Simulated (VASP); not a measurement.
Input of a VASP 6.6.1 run:

The input INCAR:

```
PREC = Accurate ; ENCUT = 600
EDIFF = 1E-6 ; ISMEAR = -1
SIGMA = 0.05 ; LREAL = F
LASPH = T ; NELM = 120
ALGO = Normal ; ISIF = 2
LWAVE = F ; LCHARG = T
LELF = T ; LVHAR = T
NBANDS = 18 ; GGA_COMPAT = F
```

The input KPOINTS:

```
regular mesh
0
Gamma
  9 9 9
```

File POSCAR:

```
ZnCu
1.0
    2.9837544443      0.0000000000      0.0000000000
    0.0000000000      2.9837544443      0.0000000000
    0.0000000000      0.0000000000      2.9837544443
Zn Cu
1 1
Direct
    0.5000000000      0.5000000000      0.5000000000
    0.0000000000      0.0000000000      0.0000000000
```

Potentials or basis: VASP PAW LDA potentials, release 64 (Zn, Cu).

Run with:

```sh
$ cat potpaw_LDA.64/Zn/POTCAR potpaw_LDA.64/Cu/POTCAR > POTCAR
$ mpirun -np 1 vasp_std > vasp.out
```

(1) Predict the pressure.

## Answers

(1) -12.5 GPa.
